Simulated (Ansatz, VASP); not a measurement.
**Two plane-wave programs on BiTe3O**

```
Bi Te O
1.0
     4.45960    0.00000    0.00000
     0.00000    4.45960    0.00000
     0.00000    0.00000    7.14702
Bi Te O
1 3 1
Direct
  0.50000 0.50000 0.47574
  0.00000 0.00000 0.32378
  0.50000 0.00000 0.84312
  0.00000 0.50000 0.84312
  0.00000 0.00000 0.79424
```

Alike in both runs: functional PBE; k mesh 4 × 4 × 4; occupations gaussian, width 0.1 eV; no spin polarisation.

Ansatz relaxed the structure, and its values are those at the end. VASP's run is a single point on that final structure, the one shown.

|  | VASP | Ansatz |
| --- | --- | --- |
| version | VASP 6.6.1 | Ansatz 0.2.0 |
| potentials or method | VASP PAW PBE potentials, release 64 (Bi_d, Te, O), cutoff 520 eV | scalar-relativistic, plane waves, PAW |
| valence electrons in the cell | 39 | 69 |

```csv
,VASP,Ansatz,Ansatz less VASP
gap on the k mesh at the Fermi level (eV),none,none,-
pressure (GPa),-0.1,0.0,+0.17
rms of the force components (eV/Å),0.005,0.002,-0.0038
```

A gap of «none» marks a metal or a gap that the smearing closes. The functional is the same, so the differences come from potentials, cutoffs and numerics. VASP's potentials hold 39 valence electrons a cell and Ansatz's 69, so a difference there can come from the potentials and not from the codes.

Neither program's run includes spin-orbit coupling.
